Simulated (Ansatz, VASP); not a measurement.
**TaN in VASP and in Ansatz**

```
Ta N
1.0
     2.90746    0.00000    0.00000
    -1.45373    2.51793    0.00000
     0.00000    0.00000    2.84919
Ta N
1 1
Direct
  0.33333 0.66667 0.50000
  0.00000 0.00000 0.00000
```

Alike in both runs: functional LDA; k mesh 5 × 5 × 5; no spin polarisation.

Ansatz relaxed the structure, and its values are those at the end. VASP's run is a single point on that final structure, the one shown.

```csv
,VASP,Ansatz
version,VASP 6.6.1,Ansatz 0.2.0
potentials or method,"VASP PAW LDA potentials, release 64 (Ta_pv, N), cutoff 600 eV","plane waves, PAW"
occupations,"methfessel-paxton of order 1, width 0.02 eV","cold, width 0.02 eV"
valence electrons in the cell,16,18
```

|  | VASP | Ansatz | Ansatz less VASP |
| --- | --- | --- | --- |
| pressure (GPa) | 2.0 | 0.0 | -1.98 |

LDA's correlation is that of Perdew and Zunger in VASP and of Perdew and Wang (1992) in Ansatz. VASP's potentials hold 16 valence electrons a cell and Ansatz's 18, so a difference there can come from the potentials and not from the codes.

The k mesh is coarse, so the values compare programs but aren't converged. Spin-orbit coupling is off throughout.
